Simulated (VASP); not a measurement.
# BaHf3O2 (P6/mmm) in VASP: a series of runs

Runs on BaHf3O2. Level: PBE. Tasks: single point, relaxation of cell and atoms.

All numbers are computed with VASP 6.6.1; they aren't measurements. Logs are shortened: lines on timing, memory, paths and dates and some standing lists are left out, and cuts for length are marked.

## (1) The cell of the first run

It takes space group P6/mmm (No. 191, hexagonal). Conventional cell: a = 6.141 Å, b = 6.141 Å, c = 3.394 Å, α = 90.00°, β = 90.00°, γ = 120.00°. Within 4.5 Å of Ba (site symmetry 6/mmm) lie 2 Ba at 3.39 Å and 12 Hf at 3.51 Å and 6 O at 3.55 Å. Hf (site symmetry mmm) has 4 O at 2.45 Å and 4 Hf at 3.07 Å within 3.2 Å. O (site symmetry -6m2) has 6 Hf at 2.45 Å within 3.2 Å.

## (2) Single point, PBE

Input file INCAR:

```
SYSTEM = BaHf3O2
PREC     = Accurate       ! precision mode
ENCUT    = 520            ! plane-wave cutoff, eV
EDIFF    = 1E-6           ! SCF threshold, eV
ISMEAR   = 0              ! smearing method
SIGMA    = 0.1            ! smearing width, eV
LREAL    = .False.        ! projectors in reciprocal space
LASPH    = .True.         ! aspherical terms in the spheres
NELM     = 60             ! most SCF steps
ALGO     = Normal         ! electronic algorithm
ISIF     = 2              ! what is computed and relaxed
LWAVE    = .False.        ! write WAVECAR
LCHARG   = .False.        ! write CHGCAR
GGA      = PE             ! functional
NBANDS   = 35             ! bands
```

Input file KPOINTS:

```
regular mesh
0
Gamma
  3 3 6
  0 0 0
```

Input file POSCAR:

```
BaHf3O2
1.0
    6.1411230100      0.0000000000      0.0000000000
   -3.0705615100      5.3183685400      0.0000000000
    0.0000000000      0.0000000000      3.3943767100
Ba Hf O
1 3 2
Direct
    0.0000000000      0.0000000000      0.0000000000
    0.5000000000      0.0000000000      0.5000000000
    0.5000000000      0.5000000000      0.5000000000
    0.0000000000      0.5000000000      0.5000000000
    0.3333333300      0.6666666700      0.0000000000
    0.6666666700      0.3333333300      0.0000000000
```

Potentials or basis: VASP PAW PBE potentials, release 64 (Ba_sv, Hf_pv, O).

On the command line:

```console
$ cat potpaw_PBE.64/Ba_sv/POTCAR potpaw_PBE.64/Hf_pv/POTCAR potpaw_PBE.64/O/POTCAR > POTCAR
$ mpirun -np 1 vasp_std > vasp.out
```

OUTCAR:

```text
SYSTEM = BaHf3O2
   PREC = Accurate
   ENCUT = 520
   EDIFF = 1E-6
   ISMEAR = 0
   LREAL = .False.
   LASPH = .True.
   NELM = 60
   ISIF = 2
   GGA = PE

 ion  position               nearest neighbor table
   1  0.000  0.000  0.000-   2 3.51   2 3.51   2 3.51   2 3.51   3 3.51   3 3.51   3 3.51   3 3.51
                             4 3.51   4 3.51   4 3.51   4 3.51
   2  0.500  0.000  0.500-   5 2.45   6 2.45   5 2.45   6 2.45   4 3.07   4 3.07   3 3.07   3 3.07
                             1 3.51   1 3.51   1 3.51   1 3.51
   3  0.500  0.500  0.500-   5 2.45   6 2.45   5 2.45   6 2.45   4 3.07   4 3.07   2 3.07   2 3.07
                             1 3.51   1 3.51   1 3.51   1 3.51
   4  0.000  0.500  0.500-   5 2.45   6 2.45   5 2.45   6 2.45   3 3.07   3 3.07   2 3.07   2 3.07
                             1 3.51   1 3.51   1 3.51   1 3.51
   5  0.333  0.667  0.000-   4 2.45   4 2.45   2 2.45   2 2.45   3 2.45   3 2.45
   6  0.667  0.333  0.000-   4 2.45   4 2.45   2 2.45   2 2.45   3 2.45   3 2.45

  LATTYP: Found a hexagonal cell.
 ALAT       =     6.1411230100
 C/A-ratio  =     0.5527289886

  Lattice vectors:

 A1 = (   6.1411230100,   0.0000000000,   0.0000000000)
 A2 = (  -3.0705615100,   5.3183685400,   0.0000000000)
 A3 = (   0.0000000000,   0.0000000000,   3.3943767100)

Analysis of symmetry for initial positions (statically):
=====================================================================
 Subroutine PRICEL returns:
 Original cell was already a primitive cell.

 Routine SETGRP: Setting up the symmetry group for a
 hexagonal supercell.

 Subroutine GETGRP returns: Found 24 space group operations
 (whereof 24 operations were pure point group operations)
 out of a pool of 24 trial point group operations.

The static configuration has the point symmetry D_6h.

Analysis of symmetry for dynamics (positions and initial velocities):
=====================================================================
 Subroutine PRICEL returns:
 Original cell was already a primitive cell.

 Routine SETGRP: Setting up the symmetry group for a
 hexagonal supercell.

 Subroutine GETGRP returns: Found 24 space group operations
 (whereof 24 operations were pure point group operations)
 out of a pool of 24 trial point group operations.

The dynamic configuration has the point symmetry D_6h.

 Subroutine INISYM returns: Found 24 space group operations
 (whereof 24 operations are pure point group operations),
 and found     1 'primitive' translations

[... 92 lines left out ...]
   NSW    =      0    number of steps for IOM
   IBRION =     -1    ionic relax: 0-MD 1-quasi-New 2-CG
   NFREE  =      0    steps in history (QN), initial steepest desc. (CG)
   ISIF   =      2    stress and relaxation
   ISYM   =      2    0-nonsym 1-usesym 2-fastsym
   POTIM  = 0.5000    time-step for ionic-motion
   TEBEG  =    0.0;   TEEND  =   0.0 temperature during run
   PSTRESS=    0.0 pullay stress
   NELECT =      52.0000    total number of electrons
   NUPDOWN=      -1.0000    fix difference up-down
   EMIN   =  10.00;   EMAX   =-10.00  energy-range for DOS
   EFERMI =   0.00;   METHOD = LEGACY
   ISMEAR =     0;   SIGMA  =   0.10  broadening in eV -4-tet -1-fermi 0-gaus
   EFERMI_NEDOS =   21; number of points for ismear=-14 and -15
   IALGO  =     38    algorithm
   IMIX   =      4    mixing-type and parameters
     AMIX     =   0.40;   BMIX     =  1.00
     AMIX_MAG =   1.60;   BMIX_MAG =  1.00
  volume/ion in A,a.u.               =      18.48       124.69
  Fermi-wavevector in a.u.,A,eV,Ry     =   1.271981  2.403695 22.013341  1.617935
  Thomas-Fermi vector in A             =   2.404884
   LORBIT       =      0    0 simple, 1 ext, 2 COOP (PROOUT), +10 PAW based schemes
   GGA     = PE    functional components
   LHFCALC =     F    Hartree Fock is set to
   AEXX    =    0.0000 exact exchange contribution
   IVDW    =     0    specifies the selected vdW correction
   LEPSILON=     F    determine dielectric tensor
   LRPA    =     F    only Hartree local field effects (RPA)
 non-spin polarized calculation
 Gauss-broadening in eV      SIGMA  =   0.10
  energy-cutoff  :      520.00
  volume of cell :      110.86
 maximum number of plane-waves:      3018
 NGX is ok and might be reduce to    48
   NGX = 23   NGY = 23   NGZ = 13

 number of electron      52.0000002 magnetization

 Free energy of the ion-electron system (eV)
  ---------------------------------------------------
  ext. energy  EPLUGINS =         0.00000000
  ---------------------------------------------------
  free energy    TOTEN  =       -46.14163066 eV

  energy without entropy =      -46.11443368  energy(sigma->0) =      -46.12803217

 E-fermi :   5.6244     XC(G=0): -11.0733

 val. band max:        5.6197608250   @ k =   0.0000   0.0000   0.3333
 cond. band min:       5.6538058112   @ k =   0.3333   0.3333   0.0000
 fundamental gap:      0.0340449862
 Fermi energy:         5.6243845715

 k-point     1 :       0.0000    0.0000    0.0000
  band No.  band energies     occupation
      1     -26.3990      2.00000
      2     -25.9414      2.00000
      3     -25.9414      2.00000
      4     -25.9059      2.00000
      5     -25.8088      2.00000
      6     -25.8088      2.00000
[... 445 lines left out ...]
     34       8.2178      0.00000
     35       9.4808      0.00000

------------------------ aborting loop because EDIFF is reached ----------------------------------------

  FORCE on cell =-STRESS in cart. coord.  units (eV):
  Direction    XX          YY          ZZ          XY          YZ          ZX
  --------------------------------------------------------------------------------------
  -------------------------------------------------------------------------------------
  Total        0.8315723      0.8315723     -9.4569325     -0.0000000     -0.0000000      0.0000000
  in kB       12.0177823     12.0177823   -136.6704450     -0.0000000     -0.0000000      0.0000000
  external PRESSURE =     -37.5449601 kB  Pullay stress =       0.0000000 kB

 VOLUME and BASIS-vectors are now :
 -----------------------------------------------------------------------------
  energy-cutoff  :      520.00
  volume of cell :      110.86
      direct lattice vectors                 reciprocal lattice vectors
     6.141123010  0.000000000  0.000000000     0.162836667  0.094013793  0.000000000
    -3.070561510  5.318368540  0.000000000     0.000000000  0.188027586  0.000000000
     0.000000000  0.000000000  3.394376710     0.000000000  0.000000000  0.294604897

 POSITION                                       TOTAL-FORCE (eV/Angst)
 -----------------------------------------------------------------------------------
      0.00000      0.00000      0.00000        -0.000000      0.000000      0.000000
      3.07056      0.00000      1.69719        -0.000000      0.000000      0.000000
      1.53528      2.65918      1.69719        -0.000000      0.000000      0.000000
     -1.53528      2.65918      1.69719        -0.000000      0.000000      0.000000
     -0.00000      3.54558      0.00000        -0.000000      0.000000      0.000000
      3.07056      1.77279      0.00000         0.000000     -0.000000      0.000000
 -----------------------------------------------------------------------------------
    total drift:                               -0.000000      0.000000     -0.000000

  FREE ENERGIE OF THE ION-ELECTRON SYSTEM (eV)
  ---------------------------------------------------
  free  energy   TOTEN  =       -46.1416306597 eV

  energy  without entropy=      -46.1144336753  energy(sigma->0) =      -46.12803217
```

OSZICAR:

```text
N       E                     dE             d eps       ncg     rms          rms(c)
DAV:   1     0.277241442579E+03    0.27724E+03   -0.28236E+04   840   0.143E+03
DAV:   2    -0.318163328642E+02   -0.30906E+03   -0.30083E+03  1055   0.340E+02
DAV:   3    -0.508225293262E+02   -0.19006E+02   -0.18649E+02  1120   0.636E+01
DAV:   4    -0.513424384632E+02   -0.51991E+00   -0.51680E+00  1077   0.978E+00
DAV:   5    -0.513561525315E+02   -0.13714E-01   -0.13702E-01  1122   0.128E+00    0.495E+01
DAV:   6    -0.466759144471E+02    0.46802E+01   -0.35860E+01   964   0.206E+01    0.370E+01
DAV:   7    -0.462911063997E+02    0.38481E+00   -0.52997E+00  1030   0.101E+01    0.192E+01
DAV:   8    -0.461582298720E+02    0.13288E+00   -0.10070E+00  1041   0.441E+00    0.251E+00
DAV:   9    -0.461441517551E+02    0.14078E-01   -0.89936E-02  1045   0.135E+00    0.103E+00
DAV:  10    -0.461427214497E+02    0.14303E-02   -0.25840E-02  1007   0.688E-01    0.729E-01
DAV:  11    -0.461416151258E+02    0.11063E-02   -0.59028E-03  1009   0.323E-01    0.115E-01
DAV:  12    -0.461416327148E+02   -0.17589E-04   -0.25968E-04  1008   0.756E-02    0.241E-02
DAV:  13    -0.461416320304E+02    0.68449E-06   -0.11686E-05  1095   0.155E-02    0.200E-02
DAV:  14    -0.461416307996E+02    0.12307E-05   -0.18418E-06   752   0.580E-03    0.317E-03
DAV:  15    -0.461416306597E+02    0.13996E-06   -0.19163E-07   519   0.239E-03
   1 F= -.46141631E+02 E0= -.46128032E+02  d E =-.271970E-01
```

It took 39 s on 1 thread of Intel Xeon Platinum 8375C at 2.90GHz (Ice Lake), shared host; peak memory 0.26 GiB.

Results:

| Quantity | Value |
| --- | --- |
| Free energy | -46.1416 eV |
| Pressure | -3.8 GPa |
| Band gap on the k mesh | zero (band 26 reaches 6.10 eV, above the bottom of band 27 at 5.41 eV) |

Stress tensor (GPa, compression positive):
```
  1.20   0.00   0.00
  0.00   1.20   0.00
  0.00   0.00 -13.67
```

Levels at points of the mesh, in eV from the Fermi level:
```tsv
k point	band 23	band 24	band 25	band 26	band 27	band 28	band 29	band 30
(0.00, 0.00, 0.00)	-2.73	-1.67	-1.67	-0.49	0.23	0.23	0.70	0.70
(0.00, 0.00, 0.50)	-1.77	-1.26	-0.30	-0.30	0.36	0.36	1.00	1.27
```

Caveat: the k points lie up to 0.39 Å⁻¹ apart; spin-orbit coupling is left out, which moves the levels of the heavy elements.

## (3) Single point, PBE

This run uses another cell than the first one, of 17.90 Å³/atom, 0.969 times its volume.

Input file INCAR:

```
SYSTEM = BaHf3O2
PREC = Accurate
ENCUT = 520
EDIFF = 1E-6
ISMEAR = 0
SIGMA = 0.1
LREAL = .FALSE.
LASPH = .TRUE.
NELM = 100
ALGO = Normal
ISIF = 2
LWAVE = .FALSE.
LCHARG = .FALSE.
GGA = PE
NBANDS = 35
```

Input file KPOINTS:

```
regular mesh
0
G
  6 6 12
  0 0 0
```

Input file POSCAR:

```
BaHf3O2
1.0
    6.5186420723      0.0000000031      0.0000000000
   -3.2593210388      5.6453096312      0.0000000000
    0.0000000000      0.0000000000      2.9177398699
Ba Hf O
1 3 2
Direct
    0.0000000000      0.0000000000      0.0000000000
    0.5000000000      0.0000000000      0.5000000000
    0.5000000000      0.5000000000      0.5000000000
    0.0000000000      0.5000000000      0.5000000000
    0.3333333333      0.6666666667      0.0000000000
    0.6666666667      0.3333333333      0.0000000000
```

Potentials or basis: VASP PAW PBE potentials, release 64 (Ba_sv, Hf_pv, O).

On the command line:

```console
$ cat potpaw_PBE.64/Ba_sv/POTCAR potpaw_PBE.64/Hf_pv/POTCAR potpaw_PBE.64/O/POTCAR > POTCAR
$ mpirun -np 1 vasp_std > vasp.out
```

It took 1.9 min on 1 thread of Intel Xeon Platinum 8375C at 2.90GHz (Ice Lake), shared host; peak memory 0.34 GiB.

The run converged. Its results:

```
Free energy            : -46.9511 eV
Pressure               : -0.2 GPa
Band gap on the k mesh : zero (band 26 reaches 6.36 eV, above the bottom of band 27 at 4.61 eV)
```

Stress tensor (GPa, compression positive):
```
-0.43  0.00  0.00
 0.00 -0.43  0.00
 0.00  0.00  0.15
```

Levels at points of the mesh, in eV from the Fermi level:
```tsv
k point	band 22	band 23	band 24	band 25	band 26	band 27	band 28	band 29	band 30	band 31
(0.00, 0.00, 0.00)	-4.00	-2.01	-1.62	-1.62	-0.95	-0.95	1.02	1.94	2.89	2.89
(0.50, 0.00, 0.00)	-2.17	-2.02	-1.19	-0.98	-0.77	0.04	0.41	0.56	0.71	1.45
(0.00, 0.00, 0.50)	-0.91	-0.91	-0.55	-0.49	-0.49	-0.38	-0.38	0.68	1.79	2.17
(0.50, 0.00, 0.50)	-2.34	-1.54	-1.08	-0.46	0.07	0.29	0.64	1.01	1.86	2.46
```

Caveat: spin-orbit coupling is left out, which moves the levels of the heavy elements.

## (4) Single point, PBE

This run uses another cell than the first one, of 17.90 Å³/atom, 0.969 times its volume.

Input file INCAR:

```
  PREC = Accurate
  ENCUT = 520
  EDIFF = 1E-6
  ISMEAR = 0
  SIGMA = 0.1
  LREAL = F
  LASPH = T
  NELM = 80
  ALGO = Normal
  ISIF = 2
  LWAVE = F
  LCHARG = T
  GGA = PE
  LELF = T
  LVHAR = T
  NBANDS = 35
```

Input file KPOINTS:

```
regular mesh
0
Gamma
  6 6 12
```

POSCAR is that of step 3.

On the command line:

```console
$ cat potpaw_PBE.64/Ba_sv/POTCAR potpaw_PBE.64/Hf_pv/POTCAR potpaw_PBE.64/O/POTCAR > POTCAR
$ mpirun -np 1 vasp_std > vasp.out
```

Run time: 2 min. Hardware: 1 thread of Intel Xeon Platinum 8375C at 2.90GHz (Ice Lake), shared host; peak memory 0.34 GiB.

The run converged. Its results:

| Item | Value |
| --- | --- |
| Free energy | -46.9511 eV |
| Pressure | -0.2 GPa |
| Band gap on the k mesh | zero (band 26 reaches 6.36 eV, above the bottom of band 27 at 4.61 eV) |

Stress tensor (GPa, compression positive):
```
-0.43  0.00  0.00
 0.00 -0.43  0.00
 0.00  0.00  0.15
```

Levels at points of the mesh, in eV from the Fermi level:
| k point | band 23 | band 24 | band 25 | band 26 | band 27 | band 28 | band 29 | band 30 |
| --- | --- | --- | --- | --- | --- | --- | --- | --- |
| (0.00, 0.00, 0.00) | -2.01 | -1.62 | -1.62 | -0.95 | -0.95 | 1.02 | 1.94 | 2.89 |
| (0.50, 0.00, 0.00) | -2.02 | -1.19 | -0.98 | -0.77 | 0.04 | 0.41 | 0.56 | 0.71 |
| (0.00, 0.00, 0.50) | -0.91 | -0.55 | -0.49 | -0.49 | -0.38 | -0.38 | 0.68 | 1.79 |
| (0.50, 0.00, 0.50) | -1.54 | -1.08 | -0.46 | 0.07 | 0.29 | 0.64 | 1.01 | 1.86 |

Caveat: spin-orbit coupling is left out, which moves the levels of the heavy elements.

## (5) Relaxation of cell and atoms, PBE

Input file INCAR:

```
ALGO = Normal
EDIFF = 1E-7
EDIFFG = -0.01
ENCUT = 600
GGA = PE
IBRION = 2
ISIF = 3
ISMEAR = 0
LASPH = T
LCHARG = F
LREAL = F
LWAVE = F
NELM = 80
NSW = 100
PREC = Accurate
SIGMA = 0.1
```

Input file KPOINTS:

```
k-points
0
Gamma
  6 6 12
```

Input file POSCAR:

```
BaHf3O2
1.0
    6.1411230100      0.0000000000      0.0000000000
   -3.0705615100      5.3183685400      0.0000000000
    0.0000000000      0.0000000000      3.3943767100
Ba Hf O
1 3 2
Direct
    0.0000000000      0.0000000000      0.0000000000
    0.5000000000      0.0000000000      0.5000000000
    0.5000000000      0.5000000000      0.5000000000
    0.0000000000      0.5000000000      0.5000000000
    0.3333333300      0.6666666700      0.0000000000
    0.6666666700      0.3333333300      0.0000000000
```

On the command line:

```console
$ cat potpaw_PBE.64/Ba_sv/POTCAR potpaw_PBE.64/Hf_pv/POTCAR potpaw_PBE.64/O/POTCAR > POTCAR
$ mpirun -np 1 vasp_std > vasp.out
```

Wall time 13 min (1 thread of Intel Xeon 6975P-C (Granite Rapids), shared host); peak memory 0.4 GiB.

It converged, with:

```
Free energy                            : -46.9598 eV
Relaxed volume                         : 17.83 Å³/atom
Relaxed cell                           : a = 6.504 Å, b = 6.504 Å, c = 2.921 Å, α = 90.00°, β = 90.00°, γ = 120.00°
Space group after relaxing (to 0.05 Å) : P6/mmm (No. 191)
Energy gained by relaxing              : 160.0 meV/atom
Ionic steps                            : 12
Pressure after relaxing                : 0.0 GPa
Band gap on the k mesh                 : zero (band 26 reaches 6.39 eV, above the bottom of band 27 at 4.66 eV)
```

Step by step:
| step | energy change (eV) | largest force (eV/Å) | pressure (GPa) | volume (Å³) |
| --- | --- | --- | --- | --- |
| 1 | 0.0000 | 0.0000 | -3.32 | 110.86 |
| 2 | -0.5536 | 0.0000 | 0.64 | 104.61 |
| 3 | -0.7087 | 0.0000 | 5.19 | 100.76 |
| 4 | -0.7136 | 0.0000 | 6.92 | 99.60 |
| 5 | -0.8999 | 0.0000 | 4.06 | 103.61 |
| 6 | -0.9040 | 0.0000 | 4.30 | 103.20 |
| 7 | -0.9525 | 0.0000 | -1.19 | 108.11 |
| 8 | -0.9592 | 0.0000 | 0.15 | 106.79 |
| 9 | -0.9592 | 0.0000 | 0.08 | 106.86 |
| 10 | -0.9597 | 0.0000 | -0.03 | 107.02 |
| 11 | -0.9598 | 0.0000 | -0.08 | 107.09 |
| 12 | -0.9598 | 0.0000 | 0.02 | 106.99 |

Final structure:
```
Ba Hf O
1.0
     6.50394    0.00000    0.00000
    -3.25197    5.63258    0.00000
     0.00000    0.00000    2.92059
Ba Hf O
1 3 2
Cartesian
  0.0000 0.0000 2.9206
  3.2520 0.0000 1.4603
  1.6260 2.8163 1.4603
  -1.6260 2.8163 1.4603
  0.0000 3.7551 0.0000
  3.2520 1.8775 2.9206
```

Levels at points of the mesh, in eV from the Fermi level:
```
           k point  band 23  band 24  band 25  band 26  band 27  band 28  band 29  band 30
(0.00, 0.00, 0.00)    -2.03    -1.63    -1.63    -0.93    -0.93     1.01     1.95     3.09
(0.50, 0.00, 0.00)    -2.02    -1.18    -0.98    -0.76     0.03     0.42     0.57     0.70
(0.00, 0.00, 0.50)    -0.93    -0.56    -0.49    -0.49    -0.37    -0.37     0.70     1.78
(0.50, 0.00, 0.50)    -1.55    -1.08    -0.46     0.08     0.28     0.64     1.00     1.87
```

Caveat: spin-orbit coupling is left out, which moves the levels of the heavy elements.

## (6) Overview

| task | cell | k mesh | cutoff (eV) | gap on the mesh (eV) | pressure (GPa) |
| --- | --- | --- | --- | --- | --- |
| single point | a = 6.141, b = 6.141, c = 3.394 Å, angles 90.0, 90.0, 120.0°, 6 atoms | 3 × 3 × 6 | 520 | none | -3.8 |
| single point | a = 6.519, b = 6.519, c = 2.918 Å, angles 90.0, 90.0, 120.0°, 6 atoms | 6 × 6 × 12 | 520 | none | -0.2 |
| relaxation of cell and atoms | relaxed from a = 6.141, b = 6.141, c = 3.394 Å, angles 90.0, 90.0, 120.0°, 6 atoms | 6 × 6 × 12 | 600 | none | 0.0 |

Alike in all rows: level PBE; potentials or basis VASP PAW PBE potentials, release 64 (Ba_sv, Hf_pv, O); no spin polarisation; smearing gaussian 0.1 eV.

Caveats: some runs use coarse meshes; spin-orbit coupling is left out, which moves the levels of the heavy elements.

Total energies depend on the potentials used, so only differences within one code and one set of settings carry meaning.
